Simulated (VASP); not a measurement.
A run of VASP 6.6.1 is set up as follows.

The input INCAR:

```
SYSTEM = MgO
ALGO = Normal ; EDIFF = 1E-8
ENCUT = 520 ; GGA = PE
IBRION = 8 ; ISIF = 2
ISMEAR = 0 ; LASPH = .TRUE.
LCHARG = .FALSE. ; LEPSILON = .TRUE.
LREAL = .FALSE. ; LWAVE = .FALSE.
NBANDS = 11 ; NELM = 60
NSW = 1 ; PREC = Accurate
SIGMA = 0.01
```

File KPOINTS:

```
k-points
0
G
  8 8 8
  0 0 0
```

POSCAR

```
MgO
1.0
    0.0000000000      2.1268556921      2.1268556921
    2.1268556921      0.0000000000      2.1268556921
    2.1268556921      2.1268556921      0.0000000000
Mg O
1 1
Direct
    0.0000000000      0.0000000000      0.0000000000
    0.5000000000      0.5000000000      0.5000000000
```

Potentials or basis: VASP PAW PBE potentials, release 64 (Mg, O).

Command:

```sh
$ cat potpaw_PBE.64/Mg/POTCAR potpaw_PBE.64/O/POTCAR > POTCAR
$ mpirun -np 1 vasp_std > vasp.out
```

Problem. Estimate the electronic dielectric tensor (diagonal).

Solution. 3.17.

Problem. Estimate the Born charges (mean of the diagonal).

Solution. Mg +1.98; O -1.98 e.

Problem. What does it give for the highest phonon frequency at Γ, LO-TO splitting left out?

Solution. 368 cm⁻¹.

Electronic dielectric tensor:
```
3.17 0.00 0.00
0.00 3.17 0.00
0.00 0.00 3.17
```
